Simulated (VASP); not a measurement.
Here is a VASP 6.6.1 calculation.

POSCAR

```
Mn
1.0
    0.0000000000      2.4475242823      2.4475242823
    2.4475242823      0.0000000000      2.4475242823
    2.4475242823      2.4475242823      0.0000000000
Mn
2
Direct
    0.1250000000      0.1250000000      0.1250000000
    0.8750000000      0.8750000000      0.8750000000
```

Contents of INCAR.step1:

```
ALGO = Normal
EDIFF = 1E-4
ENCUT = 520
GGA = PE
ISMEAR = -1
LASPH = T
LCHARG = F
LREAL = F
LWAVE = T
NBANDS = 20
NELM = 100
PREC = Accurate
SIGMA = 0.1
```

The input INCAR.step2:

```
ALGO = Normal
EDIFF = 1E-6
ENCUT = 520
ISIF = 2
ISMEAR = -1
ISTART = 1
LASPH = T
LCHARG = F
LMIXTAU = T
LREAL = F
LWAVE = F
METAGGA = R2SCAN
NBANDS = 20
NELM = 100
PREC = Accurate
SIGMA = 0.1
```

Contents of KPOINTS:

```
k-points
0
Gamma
  13 13 13
```

Potentials or basis: VASP PAW PBE potentials, release 64 (Mn_pv).

The run is started by

```bash
$ cat potpaw_PBE.64/Mn_pv/POTCAR > POTCAR
$ cp INCAR.step1 INCAR
$ mpirun -np 1 vasp_std > vasp.out
$ cp INCAR.step2 INCAR
$ mpirun -np 1 vasp_std > vasp.out
```

(1) What does it give for the band gap on the k mesh?

(2) Estimate the pressure.

Results:

(1) zero (band 13 reaches 6.82 eV, above the bottom of band 14 at 6.22 eV).

(2) 0.9 GPa.

Caveat: the PAW data sets were made with another functional, which shifts forces and pressure a little; the run has no spin polarisation, though such a crystal can be magnetic.
